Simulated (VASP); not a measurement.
# LiH (Fm-3m) in VASP: single point with PBEsol

Aim: the single point of LiH with PBEsol.

Program: VASP 6.6.1. These are calculated values, not measurements. Logs are shortened: lines on timing, memory, paths and dates and some standing lists are left out, and cuts for length are marked.

### Step 1. The cell of the first run

It takes space group Fm-3m (No. 225, cubic). The conventional cell has a = 4.065 Å, b = 4.065 Å, c = 4.065 Å, α = 90.00°, β = 90.00°, γ = 90.00°. Within 2.7 Å of Li (site symmetry m-3m) lie 6 H at 2.03 Å. H (site symmetry m-3m) has 6 Li at 2.03 Å within 2.7 Å.

### Step 2. Single point, PBEsol

File INCAR:

```
PREC = Accurate
ENCUT = 520
EDIFF = 1E-7
ISMEAR = 0
SIGMA = 0.05
LREAL = F
LASPH = T
NELM = 100
ALGO = Normal
ISIF = 2
LWAVE = F
LCHARG = T
GGA = PS
LELF = T
LVHAR = T
NBANDS = 9
```

File KPOINTS:

```
Automatic mesh
0
Gamma
  10 10 10
```

File POSCAR:

```
LiH
1.0
    0.0000000000      2.0325000000      2.0325000000
    2.0325000000      0.0000000000      2.0325000000
    2.0325000000      2.0325000000      0.0000000000
Li H
1 1
Direct
    0.0000000000      0.0000000000      0.0000000000
    0.5000000000      0.5000000000      0.5000000000
```

Potentials or basis: VASP PAW PBE potentials, release 64 (Li_sv, H).

Command:

```console
$ cat potpaw_PBE.64/Li_sv/POTCAR potpaw_PBE.64/H/POTCAR > POTCAR
$ mpirun -np 1 vasp_std > vasp.out
```

OUTCAR:

```text
PREC = Accurate
   ENCUT = 520
   EDIFF = 1E-7
   ISMEAR = 0
   LREAL = F
   LASPH = T
   NELM = 100
   ISIF = 2
   GGA = PS

 ion  position               nearest neighbor table
   1  0.000  0.000  0.000-
   2  0.500  0.500  0.500-

  LATTYP: Found a face centered cubic cell.
 ALAT       =     4.0650000000

  Lattice vectors:

 A1 = (   0.0000000000,   2.0325000000,   2.0325000000)
 A2 = (   2.0325000000,   0.0000000000,   2.0325000000)
 A3 = (   2.0325000000,   2.0325000000,   0.0000000000)

Analysis of symmetry for initial positions (statically):
=====================================================================
 Subroutine PRICEL returns:
 Original cell was already a primitive cell.

 Routine SETGRP: Setting up the symmetry group for a
 face centered cubic supercell.

 Subroutine GETGRP returns: Found 48 space group operations
 (whereof 48 operations were pure point group operations)
 out of a pool of 48 trial point group operations.

The static configuration has the point symmetry O_h .

Analysis of symmetry for dynamics (positions and initial velocities):
=====================================================================
 Subroutine PRICEL returns:
 Original cell was already a primitive cell.

 Routine SETGRP: Setting up the symmetry group for a
 face centered cubic supercell.

 Subroutine GETGRP returns: Found 48 space group operations
 (whereof 48 operations were pure point group operations)
 out of a pool of 48 trial point group operations.

The dynamic configuration has the point symmetry O_h .

 Subroutine INISYM returns: Found 48 space group operations
 (whereof 48 operations are pure point group operations),
 and found     1 'primitive' translations

----------------------------------------------------------------------------------------

                                     Primitive cell

  volume of cell :      16.7927

  direct lattice vectors                    reciprocal lattice vectors
     0.000000000  2.032500000  2.032500000    -0.246002460  0.246002460  0.246002460
     2.032500000  0.000000000  2.032500000     0.246002460 -0.246002460  0.246002460
     2.032500000  2.032500000  0.000000000     0.246002460  0.246002460 -0.246002460

  length of vectors
     2.874389066  2.874389066  2.874389066     0.426088760  0.426088760  0.426088760

  position of ions in fractional coordinates (direct lattice)
     0.000000000  0.000000000  0.000000000
     0.500000000  0.500000000  0.500000000

  ion indices of the primitive-cell ions
   primitive index   ion index
                 1           1
                 2           2

----------------------------------------------------------------------------------------

 KPOINTS: Automatic mesh

Automatic generation of k-mesh.
 Grid dimensions read from file:
 generate k-points for:   10   10   10

 Generating k-lattice:

  Cartesian coordinates                     Fractional coordinates (reciprocal lattice)
    -0.024600246  0.024600246  0.024600246     0.100000000  0.000000000  0.000000000
     0.024600246 -0.024600246  0.024600246     0.000000000  0.100000000  0.000000000
     0.024600246  0.024600246 -0.024600246     0.000000000  0.000000000  0.100000000

  Length of vectors
     0.042608876  0.042608876  0.042608876

  Shift w.r.t. Gamma in fractional coordinates (k-lattice)
     0.000000000  0.000000000  0.000000000

 Subroutine IBZKPT returns following result:
 ===========================================

 Found     47 irreducible k-points:

 Following reciprocal coordinates:
            Coordinates               Weight
  0.000000  0.000000  0.000000      1.000000
  0.100000  0.000000  0.000000      8.000000
  0.200000  0.000000  0.000000      8.000000
  0.300000  0.000000  0.000000      8.000000
  0.400000  0.000000  0.000000      8.000000
  0.500000  0.000000  0.000000      4.000000
[... 16 lines left out ...]
  0.300000  0.300000  0.000000      6.000000
  0.400000  0.300000  0.000000     24.000000
 [... further k-points ...]
   k-points           NKPTS =     47   k-points in BZ     NKDIM =     47   number of bands    NBANDS=      9
   number of dos      NEDOS =    301   number of ions     NIONS =      2
   total plane-waves  NPLWV =  13824
   dimension x,y,z NGX =    24 NGY =   24 NGZ =   24
   dimension x,y,z NGXF=    48 NGYF=   48 NGZF=   48
   ions per type =               1   1
   NGX,Y,Z   is equivalent  to a cutoff of  13.88, 13.88, 13.88 a.u.
   NGXF,Y,Z  is equivalent  to a cutoff of  27.76, 27.76, 27.76 a.u.
 SYSTEM =  unknown system
   PREC   = accura    normal or accurate (medium, high low for compatibility)
   ISTART =      0    job   : 0-new  1-cont  2-samecut
   ICHARG =      2    charge: 1-file 2-atom 10-const
   ISPIN  =      1    spin polarized calculation?
   LNONCOLLINEAR =      F non collinear calculations
   LSORBIT =      F    spin-orbit coupling
   LASPH  =      T    aspherical Exc in radial PAW
   ENCUT  =  520.0 eV  38.22 Ry    6.18 a.u.   5.34  5.34  5.34*2*pi/ulx,y,z
   NELM   =    100;   NELMIN=  2; NELMDL= -5     # of ELM steps
   EDIFF  = 0.1E-06   stopping-criterion for ELM
   LREAL  =      F    real-space projection
   EDIFFG = 0.1E-05   stopping-criterion for IOM
   NSW    =      0    number of steps for IOM
   IBRION =     -1    ionic relax: 0-MD 1-quasi-New 2-CG
   NFREE  =      0    steps in history (QN), initial steepest desc. (CG)
   ISIF   =      2    stress and relaxation
   ISYM   =      2    0-nonsym 1-usesym 2-fastsym
   POTIM  = 0.5000    time-step for ionic-motion
   TEBEG  =    0.0;   TEEND  =   0.0 temperature during run
   PSTRESS=    0.0 pullay stress
   NELECT =       4.0000    total number of electrons
   NUPDOWN=      -1.0000    fix difference up-down
   EMIN   =  10.00;   EMAX   =-10.00  energy-range for DOS
   EFERMI =   0.00;   METHOD = LEGACY
   ISMEAR =     0;   SIGMA  =   0.05  broadening in eV -4-tet -1-fermi 0-gaus
   EFERMI_NEDOS =   21; number of points for ismear=-14 and -15
   IALGO  =     38    algorithm
   IMIX   =      4    mixing-type and parameters
     AMIX     =   0.40;   BMIX     =  1.00
     AMIX_MAG =   1.60;   BMIX_MAG =  1.00
  volume/ion in A,a.u.               =       8.40        56.66
  Fermi-wavevector in a.u.,A,eV,Ry     =   1.014817  1.917726 14.012000  1.029853
  Thomas-Fermi vector in A             =   2.148066
   LORBIT       =      0    0 simple, 1 ext, 2 COOP (PROOUT), +10 PAW based schemes
   GGA     = PS    functional components
   LHFCALC =     F    Hartree Fock is set to
   AEXX    =    0.0000 exact exchange contribution
   IVDW    =     0    specifies the selected vdW correction
   LEPSILON=     F    determine dielectric tensor
   LRPA    =     F    only Hartree local field effects (RPA)
 non-spin polarized calculation
 Gauss-broadening in eV      SIGMA  =   0.05
  energy-cutoff  :      520.00
  volume of cell :       16.79
 maximum number of plane-waves:       465
 NGX is ok and might be reduce to    24
   NGX = 11   NGY = 11   NGZ = 11

 number of electron       3.9999998 magnetization

 Free energy of the ion-electron system (eV)
  ---------------------------------------------------
  ext. energy  EPLUGINS =         0.00000000
  ---------------------------------------------------
  free energy    TOTEN  =        -6.11399313 eV

  energy without entropy =       -6.11399313  energy(sigma->0) =       -6.11399313

 E-fermi :   0.3762     XC(G=0):  -8.4766

 val. band max:       -0.0366209638   @ k =   0.5000   0.5000   0.0000
 cond. band min:       2.7436398044   @ k =   0.5000   0.5000   0.0000
 fundamental gap:      2.7802607682
 Fermi energy:         0.3762353114

 k-point     1 :       0.0000    0.0000    0.0000
  band No.  band energies     occupation
      1     -43.7771      2.00000
      2      -5.4199      2.00000
      3      15.5249      0.00000
      4      17.2809      0.00000
      5      17.2809      0.00000
      6      17.2809      0.00000
      7      21.8071      0.00000
      8      21.8071      0.00000
      9      21.8071      0.00000

 k-point     2 :       0.1000    0.0000    0.0000
  band No.  band energies     occupation
      1     -43.7730      2.00000
      2      -5.2450      2.00000
      3      14.0891      0.00000
      4      16.3003      0.00000
      5      16.8968      0.00000
      6      16.8968      0.00000
      7      21.2454      0.00000
      8      22.6258      0.00000
      9      22.6258      0.00000

 k-point     3 :       0.2000    0.0000    0.0000
  band No.  band energies     occupation
      1     -43.7625      2.00000
      2      -4.7331      2.00000
      3      10.9021      0.00000
      4      15.0701      0.00000
      5      16.2788      0.00000
      6      16.2788      0.00000
      7      22.0637      0.00000
      8      22.4638      0.00000
      9      22.4638      0.00000

 k-point     4 :       0.3000    0.0000    0.0000
  band No.  band energies     occupation
      1     -43.7493      2.00000
      2      -3.9408      2.00000
      3       7.8199      0.00000
      4      14.0608      0.00000
      5      15.9026      0.00000
      6      15.9027      0.00000
      7      20.4673      0.00000
      8      20.4673      0.00000
      9      23.5647      0.00000
[... 205 lines left out ...]
 k-point    22 :      -0.2000    0.2000    0.0000
  band No.  band energies     occupation
      1     -43.7448      2.00000
      2      -3.6097      2.00000
      3       9.1156      0.00000
      4       9.2545      0.00000
      5      15.4463      0.00000
      6      16.4105      0.00000
      7      21.1210      0.00000
      8      23.0837      0.00000
      9      24.7156      0.00000

 k-point    23 :       0.3000    0.3000    0.0000
  band No.  band energies     occupation
      1     -43.7404      2.00000
      2      -3.2225      2.00000
      3       8.2364      0.00000
      4      11.7749      0.00000
      5      11.7749      0.00000
      6      14.8494      0.00000
      7      16.7616      0.00000
      8      27.6488      0.00000
      9      30.0072      0.00000

 k-point    24 :       0.4000    0.3000    0.0000
  band No.  band energies     occupation
      1     -43.7322      2.00000
      2      -2.3414      2.00000
      3       6.3918      0.00000
      4      10.0381      0.00000
      5      11.3460      0.00000
      6      15.5888      0.00000
      7      16.8805      0.00000
      8      28.6571      0.00000
      9      29.0721      0.00000

 [... further k-points ...]
[... 5 lines left out ...]
  --------------------------------------------------------------------------------------
  -------------------------------------------------------------------------------------
  Total       -0.2387068     -0.2387068     -0.2387068      0.0000000      0.0000000     -0.0000000
  in kB      -22.7747596    -22.7747596    -22.7747596      0.0000000      0.0000000     -0.0000000
  external PRESSURE =     -22.7747596 kB  Pullay stress =       0.0000000 kB

 VOLUME and BASIS-vectors are now :
 -----------------------------------------------------------------------------
  energy-cutoff  :      520.00
  volume of cell :       16.79
      direct lattice vectors                 reciprocal lattice vectors
     0.000000000  2.032500000  2.032500000    -0.246002460  0.246002460  0.246002460
     2.032500000  0.000000000  2.032500000     0.246002460 -0.246002460  0.246002460
     2.032500000  2.032500000  0.000000000     0.246002460  0.246002460 -0.246002460

 POSITION                                       TOTAL-FORCE (eV/Angst)
 -----------------------------------------------------------------------------------
      0.00000      0.00000      0.00000         0.000000     -0.000000     -0.000000
      2.03250      2.03250      2.03250        -0.000000      0.000000      0.000000
 -----------------------------------------------------------------------------------
    total drift:                                0.000000     -0.000000     -0.000000

  FREE ENERGIE OF THE ION-ELECTRON SYSTEM (eV)
  ---------------------------------------------------
  free  energy   TOTEN  =        -6.1139931315 eV

  energy  without entropy=       -6.1139931315  energy(sigma->0) =       -6.11399313
```

It took 4.3 s on 1 thread of Intel Xeon Platinum 8488C (Sapphire Rapids), shared host; peak memory 0.13 GiB.

What came out:

- Free energy: -6.1140 eV
- Band gap on the k mesh: 2.78 eV, direct

Levels at points of the mesh, in eV from the valence-band top:
```
           k point  band 1  band 2  band 3  band 4  band 5  band 6  band 7
(0.00, 0.00, 0.00)  -43.74   -5.38   15.56   17.32   17.32   17.32   21.84
(0.50, 0.00, 0.00)  -43.70   -2.58    4.60   13.21   15.93   15.93   18.49
(0.50, 0.50, 0.00)  -43.69    0.00    2.78   10.42   10.42   13.44   16.59
```

Caveat: the cutoff is under 1.25 times the usual one of these potentials, so pressure, stress and relaxed cells hold a basis-set (Pulay) error; the PAW data sets were made with another functional, which shifts forces and pressure a little. A k mesh can miss the band edges.
